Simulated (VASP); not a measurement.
Input of a VASP 6.6.1 run:

Contents of INCAR:

```
SYSTEM = Ti3Se
PREC = Accurate
ENCUT = 520
EDIFF = 1E-7
ISMEAR = -1
SIGMA = 0.05
LREAL = .FALSE.
LASPH = .TRUE.
NELM = 150
ALGO = Normal
ISIF = 2
LWAVE = .FALSE.
LCHARG = .FALSE.
LMAXMIX = 4
LDAU = .TRUE.
LDAUTYPE = 2
LDAUL = -1 2
LDAUU = 0 1
LDAUJ = 0 0
LDAUPRINT = 1
GGA = PE
NBANDS = 29
```

KPOINTS

```
regular mesh
0
G
  10 10 4
  0 0 0
```

File POSCAR:

```
Ti3Se
1.0
    3.1974455988      0.0000000000      0.0000000000
   -1.5987227994      2.7690691158      0.0000000000
    0.0000000000      0.0000000000      7.9427450000
Se Ti
1 3
Direct
    0.0000000000      0.0000000000      0.0000000000
    0.6666666667      0.3333333333      0.5000000000
    0.3333333333      0.6666666667      0.7729020000
    0.3333333333      0.6666666667      0.2270980000
```

Potentials or basis: VASP PAW PBE potentials, release 64 (Se, Ti_sv).

The run is started by

```bash
$ cat potpaw_PBE.64/Se/POTCAR potpaw_PBE.64/Ti_sv/POTCAR > POTCAR
$ mpirun -np 1 vasp_std > vasp.out
```

Problem. Predict the band gap on the k mesh.

Solution. Zero (bands 21 and 22 overlap by 0.61 eV).

Problem. Estimate the pressure.

Solution. 1.7 GPa.

Problem. Estimate the largest force.

Solution. 0.030 eV/Å.

Stress tensor (GPa, compression positive):
```
1.40 0.00 0.00
0.00 1.40 0.00
0.00 0.00 2.32
```

Caveat: U without spin polarisation on a metal has little footing.
